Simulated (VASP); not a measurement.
Write the native input for VASP 6.6.1 that does the following.

```yaml
Task: single point
Functional: r2SCAN
Potentials_or_basis: VASP PAW PBE potentials, release 64 (W_sv, C)
Cutoff: 520 eV
k_mesh: 18 × 18 × 18
Occupations: gaussian, width 0.15 eV
Spin: no spin polarisation
Dipole_correction: no
Further_INCAR_settings: ALGO = Normal; EDIFF = 1e-06; NBANDS = 16
```

WC:

```xyz
2
Lattice="0.0000 2.1927 2.1927 2.1927 0.0000 2.1927 2.1927 2.1927 0.0000" Properties=species:S:1:pos:R:3 pbc="T T T"
W     0.0000    0.0000    0.0000
C     1.7684    1.7684    1.5927
```

This cell differs from its parent crystal: atom 2 (C) moved by (-0.600, -0.600) A along [1 1 0] and z.

The input as run:

POSCAR

```
WC
1.0
    0.0000000000      2.1926840000      2.1926840000
    2.1926840000      0.0000000000      2.1926840000
    2.1926840000      2.1926840000      0.0000000000
W C
1 1
Direct
    0.0000000000      0.0000000000      0.0000000000
    0.3631813795      0.3631813795      0.4433278718
```

INCAR.step1

```
SYSTEM = WC
PREC     = Accurate       ! precision mode
ENCUT    = 520            ! plane-wave cutoff, eV
ISMEAR   = 0              ! smearing method
SIGMA    = 0.15           ! smearing width, eV
LREAL    = .FALSE.        ! projectors in reciprocal space
LASPH    = .TRUE.         ! aspherical terms in the spheres
NELM     = 80             ! most SCF steps
NBANDS   = 16             ! bands
GGA      = PE             ! functional
ALGO     = Normal         ! electronic algorithm
EDIFF    = 1E-4           ! SCF threshold, eV
LWAVE    = .TRUE.         ! write WAVECAR
LCHARG   = .FALSE.        ! write CHGCAR
```

INCAR.step2

```
SYSTEM = WC
PREC     = Accurate       ! precision mode
ENCUT    = 520            ! plane-wave cutoff, eV
EDIFF    = 1E-6           ! SCF threshold, eV
ISMEAR   = 0              ! smearing method
SIGMA    = 0.15           ! smearing width, eV
LREAL    = .FALSE.        ! projectors in reciprocal space
LASPH    = .TRUE.         ! aspherical terms in the spheres
NELM     = 80             ! most SCF steps
ALGO     = Normal         ! electronic algorithm
ISIF     = 2              ! what is computed and relaxed
LWAVE    = .FALSE.        ! write WAVECAR
LCHARG   = .FALSE.        ! write CHGCAR
METAGGA  = R2SCAN         ! meta-GGA
LMIXTAU  = .TRUE.       
NBANDS   = 16             ! bands
ISTART   = 1
```

KPOINTS

```
Automatic mesh
0
G
  18 18 18
  0 0 0
```

Potentials or basis: VASP PAW PBE potentials, release 64 (W_sv, C).

Run with:

```bash
$ cat potpaw_PBE.64/W_sv/POTCAR potpaw_PBE.64/C/POTCAR > POTCAR
$ cp INCAR.step1 INCAR
$ mpirun -np 1 vasp_std > vasp.out
$ cp INCAR.step2 INCAR
$ mpirun -np 1 vasp_std > vasp.out
```

Results of the run:

```
Pressure               : 84.5 GPa
Largest force          : 8.629 eV/Å
Band gap on the k mesh : zero (bands 9 and 10 overlap by 3.60 eV)
```

Caveat: the cell differs from its parent crystal (atom 2 (C) moved by (-0.600, -0.600) A along [1 1 0] and z); the stress differs along the axes, from 57 to 139 GPa; the PAW data sets were made with another functional, which shifts forces and pressure a little; spin-orbit coupling is left out, which moves the levels of the heavy elements.

Wall time 16 min on 1 thread of AMD EPYC 9R45 96-Core Processor (Zen 5), with other jobs on the host, peak memory 0.55 GiB.
